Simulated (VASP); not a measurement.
Al: single point with PBEsol

Al:

```
Al
1.0
     2.81246    0.00000    0.00000
    -1.40623    2.43566    0.00000
     0.00000    0.00000    4.86685
Al
2
Cartesian
  0.0000 1.6238 1.2167
  1.4062 0.8119 3.6501
```

This isn't the form of Al at room conditions, which is fcc.

- Program: VASP 6.6.1
- Task: single point
- Functional: PBEsol
- Potentials or basis: VASP PAW PBE potentials, release 64 (Al)
- Cutoff: 520 eV
- k mesh: 6 × 6 × 3
- Occupations: fermi-dirac, width 0.05 eV
- Spin: no spin polarisation

```yaml
Pressure: 0.4 GPa
Band_gap_on_the_k_mesh: zero (bands 3 and 4 overlap by 3.64 eV)
```

Stress tensor (GPa, compression positive):
```
 3.17  0.00  0.00
 0.00  3.17  0.00
 0.00  0.00 -5.08
```

Levels at points of the mesh, in eV from the Fermi level:
| k point | band 1 | band 2 | band 3 | band 4 | band 5 | band 6 |
| --- | --- | --- | --- | --- | --- | --- |
| (0.00, 0.00, 0.00) | -11.20 | -5.20 | -4.96 | 11.00 | 11.28 | 11.28 |
| (0.50, 0.00, 0.00) | -5.16 | -5.06 | 0.47 | 0.48 | 1.20 | 1.31 |

Run time: 4.4 s on 1 thread of Intel(R) Xeon(R) Platinum 8259CL CPU @ 2.50GHz (Skylake/Cascade Lake), with other jobs on the host, peak memory 0.14 GiB.

Caveat: the k points lie up to 0.43 Å⁻¹ apart, too coarse for converged energies and pressures of a metal; the PAW data sets were made with another functional, which shifts forces and pressure a little.
